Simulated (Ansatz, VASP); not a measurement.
## Two plane-wave programs on Ti3Al

```xyz
4
Lattice="2.9489 0.0000 0.0000 -1.4744 2.5538 0.0000 0.0000 0.0000 8.8104" Properties=species:S:1:pos:R:3 pbc="T T T"
Ti    1.4744    0.8513    0.0000
Ti    0.0000    1.7025    6.5699
Ti    0.0000    1.7025    2.2405
Al    1.4744    0.8513    4.4052
```

Alike in both runs: task single point; functional PBEsol; k mesh 15 × 15 × 6; occupations gaussian, width 0.15 eV; no spin polarisation.

```csv
,VASP,Ansatz
version,VASP 6.6.1,Ansatz 0.2.0
potentials or method,"VASP PAW PBE potentials, release 64 (Ti_sv, Al), cutoff 520 eV","scalar-relativistic, plane waves, PAW"
valence electrons in the cell,39,39
```

|  | VASP | Ansatz | Ansatz less VASP |
| --- | --- | --- | --- |
| gap on the k mesh at the Fermi level (eV) | none | none | - |
| pressure (GPa) | 0.5 | 0.6 | +0.15 |
| traceless stress, the component that is largest in VASP (GPa) | 6.40 | 6.37 | -0.029 |
| rms of the force components (eV/Å) | 0.231 | 0.225 | -0.0058 |

VASP's potentials were made for PBE, not for PBEsol, and Ansatz warns of the same on its side. Atom by atom the forces differ by 0.006 eV/Å (rms over components). A gap of «none» marks a metal or a gap that the smearing closes.
